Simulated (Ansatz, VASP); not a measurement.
SnO2: VASP beside Ansatz

File INCAR:

```
PREC     = Accurate       # precision mode
ENCUT    = 520            # plane-wave cutoff, eV
EDIFF    = 1E-6           # SCF threshold, eV
ISMEAR   = 0              # smearing method
SIGMA    = 0.05           # smearing width, eV
LREAL    = F              # projectors in reciprocal space
LASPH    = T              # aspherical terms in the spheres
NELM     = 100            # most SCF steps
ALGO     = Normal         # electronic algorithm
ISIF     = 2              # what is computed and relaxed
LWAVE    = F              # write WAVECAR
LCHARG   = T              # write CHGCAR
GGA      = PE             # functional
LELF     = T              # ELF
LVHAR    = T            
NBANDS   = 35             # bands
```

KPOINTS

```
regular mesh
0
Gamma
  6 6 8
```

Contents of POSCAR:

```
SnO2
1.0
    4.8277932898      0.0000000000      0.0000000000
    0.0000000000      4.8278069739      0.0000000000
    0.0000000000      0.0000000000      3.2379014683
Sn O
2 4
Direct
    0.5000000000      0.5000000000      0.5000000000
    0.0000000000      0.0000000000      0.0000000000
    0.2942685581      0.3189326770      0.0000000000
    0.7942685581      0.1810673230      0.5000000000
    0.2057314419      0.8189326770      0.5000000000
    0.7057314419      0.6810673230      0.0000000000
```

Input for Ansatz:

```yaml
crystal:
  lattice:
    - [4.8277932898, 0.0, 0.0]
    - [0.0, 4.8278069739, 0.0]
    - [0.0, 0.0, 3.2379014683]
  atoms:
    - { symbol: Sn, position: [0.5, 0.5, 0.5] }
    - { symbol: Sn, position: [0.0, 0.0, 0.0] }
    - { symbol: O, position: [0.2942685581, 0.318932677, 0.0] }
    - { symbol: O, position: [0.7942685581, 0.181067323, 0.5] }
    - { symbol: O, position: [0.2057314419, 0.818932677, 0.5] }
    - { symbol: O, position: [0.7057314419, 0.681067323, 0.0] }
basis:
  ecutwfc: 520.0
kpoints:
  mp_grid: { grid: [6, 6, 8] }
hamiltonian:
  xc: pbe
  pseudopotentials: { kind: paw, azcp: { folder: soft_1 } }
scf:
  occupations: { method: gaussian, width: 0.05 }
output:
  forces: true
  stress: true
  eigenvalues: true
```

Change from the starting cell: mode 4 frozen in at -0.084 Å and mode 7 at +0.000 Å (largest displacements).

Alike in both runs: task single point; functional PBE; k mesh 6 × 6 × 8; occupations gaussian, width 0.05 eV; no spin polarisation.

```csv
,VASP,Ansatz
version,VASP 6.6.1,Ansatz 0.2.0
potentials or method,"VASP PAW PBE potentials, release 64 (Sn_d, O), cutoff 520 eV","scalar-relativistic, plane waves, PAW"
valence electrons in the cell,52,52
```

|  | VASP | Ansatz | Ansatz less VASP |
| --- | --- | --- | --- |
| gap on the k mesh at the Fermi level (eV) | 0.75 | 0.77 | +0.013 |
| least direct gap on the mesh (eV) | 0.75 | 0.77 | +0.013 |
| pressure (GPa) | 0.3 | -0.3 | -0.60 |
| traceless stress, the component that is largest in VASP (GPa) | -0.57 | -0.47 | +0.098 |
| rms of the force components (eV/Å) | 0.029 | 0.032 | +0.0026 |

Atom by atom the forces differ by 0.010 eV/Å (rms over components). The functional is the same, so the differences come from potentials, cutoffs and numerics.
